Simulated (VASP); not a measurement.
Runs of VASP 6.6.1 on Si. The structure is that of space group P6_3/mmc (No. 194), or close to it. The cells are those of the table. 

| level | cell | k mesh | smearing | grid for exact exchange (PRECFOCK) | screening parameter | gap on the mesh (eV) | pressure (GPa) | largest force (eV/Å) |
| --- | --- | --- | --- | --- | --- | --- | --- | --- |
| HSE06 | a = 3.793, b = 3.793, c = 6.276 Å, angles 90.0, 90.0, 120.0°, 4 atoms | 6 × 6 × 4 | gaussian 0.01 eV | Normal | 0.2079 1/Å | (b) | (c) | 0.02 |
| PBE | a = 3.793, b = 3.793, c = 6.276 Å, angles 90.0, 90.0, 120.0°, 4 atoms | 12 × 12 × 4 | fermi-dirac 0.02 eV | - | - | 0.36 | (a) | - |
| r2SCAN | a = 3.793, b = 3.793, c = 6.276 Å, angles 90.0, 90.0, 120.0°, 4 atoms | 12 × 12 × 4 | gaussian 0.01 eV | - | - | 0.55 | 3.0 | - |
| r2SCAN | a = 3.865, b = 3.840, c = 6.341 Å, angles 90.0, 90.0, 120.2°, 4 atoms | 12 × 12 × 4 | gaussian 0.01 eV | - | - | 0.52 | -1.0 | - |
| PBE | a = 3.865, b = 3.840, c = 6.341 Å, angles 90.0, 90.0, 120.2°, 4 atoms | 12 × 12 × 4 | fermi-dirac 0.02 eV | - | - | 0.33 | 0.4 | 0.01 |

Alike in all rows: task single point; potentials or basis VASP PAW PBE potentials, release 64 (Si); no spin polarisation; cutoff (eV) 520.

Problem. Estimate the missing entries.

Solution. (a) 4.3; (b) 0.91; (c) 2.7.

Caveats: the PAW data sets were made with another functional, which shifts forces and pressure a little (some runs).

A k mesh can miss the band edges.
